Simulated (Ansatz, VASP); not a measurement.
# AlBAs2: VASP beside Ansatz

File INCAR:

```
SYSTEM = AlBAs2
PREC     = Accurate       ! precision mode
ENCUT    = 520            ! plane-wave cutoff, eV
EDIFF    = 1E-6           ! SCF threshold, eV
ISMEAR   = 0              ! smearing method
SIGMA    = 0.01           ! smearing width, eV
LREAL    = .False.        ! projectors in reciprocal space
LASPH    = .True.         ! aspherical terms in the spheres
NELM     = 60             ! most SCF steps
ALGO     = Normal         ! electronic algorithm
ISIF     = 2              ! what is computed and relaxed
LWAVE    = .False.        ! write WAVECAR
LCHARG   = .False.        ! write CHGCAR
GGA      = PE             ! functional
NBANDS   = 16             ! bands
```

File KPOINTS:

```
regular mesh
0
Gamma
  6 6 4
  0 0 0
```

POSCAR

```
AlBAs2
1.0
    3.6831640366      0.0000000000      0.0000000000
    0.0000000000      3.6831640366      0.0000000000
    0.0000000000      0.0000000000      5.4516037005
B As Al
1 2 1
Direct
    0.0000000000      0.0000000000      0.0000000000
    0.0000000000      0.5000000000      0.2116576157
    0.5000000000      0.0000000000      0.7883423843
    0.5000000000      0.5000000000      0.5000000000
```

Input for Ansatz:

```yaml
crystal:
  lattice:
    - [3.6831640366, 0.0, 0.0]
    - [0.0, 3.6831640366, 0.0]
    - [0.0, 0.0, 5.4516037005]
  atoms:
    - { symbol: B, position: [0.0, 0.0, 0.0] }
    - { symbol: As, position: [0.0, 0.5, 0.2116576157] }
    - { symbol: Al, position: [0.5, 0.5, 0.5] }
    - { symbol: As, position: [0.5, 0.0, 0.7883423843] }
kpoints:
  mp_grid: { grid: [6, 6, 4] }
hamiltonian:
  xc: pbe
scf:
  occupations: { method: fixed }
  n_extra_bands: 5
output:
  forces: true
  stress: true
  eigenvalues: true
```

Alike in both runs: task single point; functional PBE; k mesh 6 × 6 × 4; no spin polarisation.

```csv
,VASP,Ansatz
version,VASP 6.6.1,Ansatz 0.2.0
potentials or method,"VASP PAW PBE potentials, release 64 (B, As, Al)","plane waves, PAW"
plane-wave cutoff (eV),520,420
occupations,"gaussian, width 0.01 eV",fixed
valence electrons in the cell,16,36
```

VASP gave:

| Property | Result |
| --- | --- |
| gap on the k mesh at the Fermi level (eV) | 0.63 |
| pressure (GPa) | 0.3 |
| rms of the force components (eV/Å) | 0.003 |

**Question.** What did Ansatz give for the same quantities?

**Answer.** gap on the k mesh at the Fermi level (eV): 0.63; pressure (GPa): 0.0; rms of the force components (eV/Å): 0.001.

VASP's potentials hold 16 valence electrons a cell and Ansatz's 36, so a difference there can come from the potentials and not from the codes.
